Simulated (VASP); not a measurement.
La2Ta2O, 10 atoms in the cell. The structure is tetragonal, space group P4/nmm (No. 129). Conventional cell: a = 3.764 Å, b = 3.764 Å, c = 18.186 Å, α = 90.00°, β = 90.00°, γ = 90.00°. La (site symmetry 4mm) has 4 O at 2.32 Å within 3.1 Å. Within 4.3 Å of La (site symmetry 4mm) lie 5 Ta at 3.29 to 3.36 Å and 4 La at 3.76 Å. Ta (site symmetry 4mm) has 5 Ta at 2.74 to 2.94 Å and 4 La at 3.36 Å within 3.6 Å. Within 3.6 Å of Ta (site symmetry 4mm) lie 9 Ta at 2.74 to 3.06 Å and 1 La at 3.29 Å. Within 3.1 Å of O (site symmetry -4m2) lie 4 La at 2.32 Å and 4 O at 2.66 Å. 

```yaml
Program: VASP 6.6.1
Task: single point
Functional: r2SCAN
Potentials_or_basis: VASP PAW PBE potentials, release 64 (La, Ta_pv, O)
Cutoff: 520 eV
k_mesh: 8 × 8 × 2
Occupations: gaussian, width 0.1 eV
Spin: no spin polarisation
Dipole_correction: no
Further_INCAR_settings: ALGO = Normal; EDIFF = 1e-06; NBANDS = 61
```

Potentials or basis: VASP PAW PBE potentials, release 64 (La, Ta_pv, O).

Command:

```bash
$ cat potpaw_PBE.64/La/POTCAR potpaw_PBE.64/Ta_pv/POTCAR potpaw_PBE.64/O/POTCAR > POTCAR
$ cp INCAR.step1 INCAR
$ mpirun -np 1 vasp_std > vasp.out
$ cp INCAR.step2 INCAR
$ mpirun -np 1 vasp_std > vasp.out
```

Hardware: 1 thread of Oxide Virtual Turin-like Processor, with other jobs on the host.

Task: How long does it take, and how much memory?

Result: Run time: 88 min on 1 thread of Oxide Virtual Turin-like Processor (shared host), peak memory 0.61 GiB. Counts: k points 30.
